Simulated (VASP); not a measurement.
Ba2TeS:

```
S Te Ba
1.0
     2.28130    1.31711    7.82254
    -2.28130    1.31711    7.82254
     0.00000   -2.63422    7.82254
S Te Ba
1 1 2
Cartesian
  2.2813 1.3171 7.8225
  0.0000 0.0000 11.7338
  0.0000 0.0000 6.0473
  0.0000 0.0000 17.4204
```

This cell differs from its parent crystal: biaxial xy strain -4.0%.

Base run:

| Property | Result |
| --- | --- |
| Program | VASP 6.6.1 |
| Functional | PBE |
| Potentials or basis | VASP PAW PBE potentials, release 64 (S, Te, Ba_sv) |
| Cutoff | 520 eV |
| k mesh | 6 × 6 × 6 |
| Occupations | fermi-dirac, width 0.02 eV |
| Spin | no spin polarisation |

Its results: band gap on the k mesh 1.27 eV (least direct gap 1.64 eV); pressure 3.9 GPa.

The run is repeated on the same cell with these changes: functional from PBE to r2SCAN; occupations from fermi-dirac, width 0.02 eV to gaussian, width 0.01 eV. What comes out?

Band gap on the k mesh 1.60 eV (least direct gap 1.97 eV); pressure 4.1 GPa.

Caveats: the cell stands under pressure; spin-orbit coupling is left out, which moves the levels of the heavy elements; the PAW data sets were made with another functional, which shifts forces and pressure a little (at least some runs).

A k mesh can miss the band edges.
